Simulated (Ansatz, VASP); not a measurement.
# One calculation of Ge, two programs

Contents of INCAR:

```
PREC = Accurate
ENCUT = 520
EDIFF = 1E-6
ISMEAR = 0
SIGMA = 0.15
LREAL = False
LASPH = True
NELM = 100
ALGO = Normal
ISIF = 2
LWAVE = False
LCHARG = True
GGA = PE
LELF = True
LVHAR = True
NBANDS = 36
```

Contents of KPOINTS:

```
Automatic mesh
0
Gamma
  12 12 8
```

POSCAR

```
Ge
1.0
    3.9364120065      0.0000000000      0.0000000000
   -1.9682060033      3.4090327973      0.0000000000
    0.0000000000      0.0000000000      6.6925281924
Ge
4
Direct
    0.6666666667      0.3333333333      0.0627911807
    0.3333333333      0.6666666667      0.5627911807
    0.6666666667      0.3333333333      0.4372088193
    0.3333333333      0.6666666667      0.9372088193
```

Input for Ansatz:

```yaml
crystal:
  lattice:
    - [3.9364120065, 0.0, 0.0]
    - [-1.9682060033, 3.4090327973, 0.0]
    - [0.0, 0.0, 6.6925281924]
  atoms:
    - { symbol: Ge, position: [0.6666666667, 0.3333333333, 0.0627911807] }
    - { symbol: Ge, position: [0.3333333333, 0.6666666667, 0.5627911807] }
    - { symbol: Ge, position: [0.6666666667, 0.3333333333, 0.4372088193] }
    - { symbol: Ge, position: [0.3333333333, 0.6666666667, 0.9372088193] }
basis:
  ecutwfc: 420
kpoints:
  mp_grid: { grid: [12, 12, 8] }
hamiltonian:
  xc: pbe
scf:
  occupations: { method: gaussian, width: 0.15 }
output:
  forces: true
  stress: true
  eigenvalues: true
```

Change from the starting cell: strain -0.030 along x and y, +0.000 along z, atoms carried along.

Alike in both runs: task single point; functional PBE; k mesh 12 × 12 × 8; occupations gaussian, width 0.15 eV; no spin polarisation.

|  | VASP | Ansatz |
| --- | --- | --- |
| version | VASP 6.6.1 | Ansatz 0.2.0 |
| potentials or method | VASP PAW PBE potentials, release 64 (Ge_d), cutoff 520 eV | scalar-relativistic, plane waves, PAW |
| valence electrons in the cell | 56 | 56 |

Ansatz gave:

| Quantity | Value |
| --- | --- |
| gap on the k mesh at the Fermi level (eV) | none |
| pressure (GPa) | 4.3 |
| traceless stress, the component that is largest in VASP (GPa) | -3.62 |
| rms of the force components (eV/Å) | 0.182 |

**Question.** What did VASP give for the same quantities?

**Answer.** gap on the k mesh at the Fermi level (eV): none; pressure (GPa): 4.3; traceless stress, the component that is largest in VASP (GPa): -3.62; rms of the force components (eV/Å): 0.181.

Atom by atom the forces differ by 0.000 eV/Å (rms over components). A gap of «none» marks a metal or a gap that the smearing closes. With one functional, cell and mesh, what is left measures potentials, basis and numerics.
